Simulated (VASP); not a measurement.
Runs of VASP 6.6.1 on ZrB2. The structure is that of space group P6/mmm (No. 191), or close to it. The cells are those of the table. 

| cell | gap on the mesh (eV) | pressure (GPa) |
| --- | --- | --- |
| a = 3.242, b = 3.242, c = 3.614 Å, angles 90.0, 90.0, 120.0°, 3 atoms | none | -13.4 |
| a = 3.116, b = 3.116, c = 3.473 Å, angles 90.0, 90.0, 120.0°, 3 atoms | none | 14.7 |
| a = 3.212, b = 3.212, c = 3.579 Å, angles 90.0, 90.0, 120.0°, 3 atoms | none | (b) |
| a = 3.149, b = 3.149, c = 3.509 Å, angles 90.0, 90.0, 120.0°, 3 atoms | none | 6.1 |
| a = 3.181, b = 3.181, c = 3.545 Å, angles 90.0, 90.0, 120.0°, 3 atoms | none | (a) |

Alike in all rows: task single point; level PBE; potentials or basis VASP PAW PBE potentials, release 64 (Zr_sv, B); no spin polarisation; k mesh 10 × 10 × 8; cutoff (eV) 520; smearing fermi-dirac 0.15 eV.

Q: Estimate the missing entries.

A: (a) -1.4; (b) -7.8.

Caveats: the cell stands under tension (at least some runs); the cell stands under pressure (at least some runs).

A k mesh can miss the band edges, and the runs leave out spin-orbit coupling on Zr.

A gap of «none» marks levels without a gap at the run's occupations.
